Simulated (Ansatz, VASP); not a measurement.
# One calculation of NaCl, two programs

The input POSCAR:

```
NaCl
1.0
    0.0000000000      2.8912641134      2.8026988303
    2.8912641134      0.0000000000      2.8026988303
    2.8912641134      2.8912641134      0.0000000000
Na Cl
1 1
Direct
    0.0000000000      0.0000000000      0.0000000000
    0.5000000000      0.5000000000      0.5000000000
```

The input INCAR.step1:

```
PREC = Accurate ; ENCUT = 520
EDIFF = 1E-5 ; ISMEAR = 0
SIGMA = 0.01 ; LREAL = False
LASPH = True ; NELM = 60
ALGO = Normal ; ISIF = 2
LWAVE = True ; NBANDS = 14
GGA = PE
```

INCAR.step2

```
PREC = Accurate ; ENCUT = 520
EDIFF = 1E-6 ; ISMEAR = 0
SIGMA = 0.01 ; LREAL = False
LASPH = True ; NELM = 60
ALGO = Normal ; ISIF = 2
LWAVE = False ; LCHARG = True
GGA = PE ; LHFCALC = True
HFSCREEN = 0.2079 ; PRECFOCK = Normal
LELF = True ; LVHAR = True
NBANDS = 14 ; ISTART = 1
```

KPOINTS

```
regular mesh
0
Gamma
  6 6 6
```

Input for Ansatz:

```yaml
crystal:
  lattice:
    - [0.0, 2.8912641134, 2.8026988303]
    - [2.8912641134, 0.0, 2.8026988303]
    - [2.8912641134, 2.8912641134, 0.0]
  atoms:
    - { symbol: Na, position: [0.0, 0.0, 0.0] }
    - { symbol: Cl, position: [0.5, 0.5, 0.5] }
kpoints:
  mp_grid: { grid: [6, 6, 6] }
  band_path:
    path:
      - [0.0, 0.0, 0.0]
      - [0.5, 0.0, 0.5]
      - [0.625, 0.25, 0.625]
      - [0.375, 0.375, 0.75]
      - [0.5, 0.5, 0.5]
      - [0.5, 0.25, 0.75]
    npoints: 1
hamiltonian:
  xc: hse06
scf:
  occupations: { method: fixed }
  n_extra_bands: 4
output:
  forces: true
  stress: true
  eigenvalues: true
  write_density: true
  write_potential: true
  elf: true
  volumetric_format: npy
```

Change from the starting cell: biaxial_xy strain +3.2%.

Alike in both runs: task single point; functional HSE06; k mesh 6 × 6 × 6; no spin polarisation.

```csv
,VASP,Ansatz
version,VASP 6.6.1,Ansatz 0.2.0
potentials or method,"VASP PAW PBE potentials, release 64 (Na_pv, Cl)","plane waves, PAW"
plane-wave cutoff (eV),520,420
occupations,"gaussian, width 0.01 eV",fixed
valence electrons in the cell,14,16
```

VASP gave:

```
gap on the k mesh at the Fermi level (eV)                     : 6.29
pressure (GPa)                                                : -0.8
traceless stress, the component that is largest in VASP (GPa) : 0.69
```

Question: Which values does Ansatz return?

Answer: gap on the k mesh at the Fermi level (eV): 6.29; pressure (GPa): -0.8; traceless stress, the component that is largest in VASP (GPa): 0.68.

VASP's potentials hold 14 valence electrons a cell and Ansatz's 16, so a difference there can come from the potentials and not from the codes. Ansatz's warnings: stress exchange threshold loose, stress scf threshold loose.
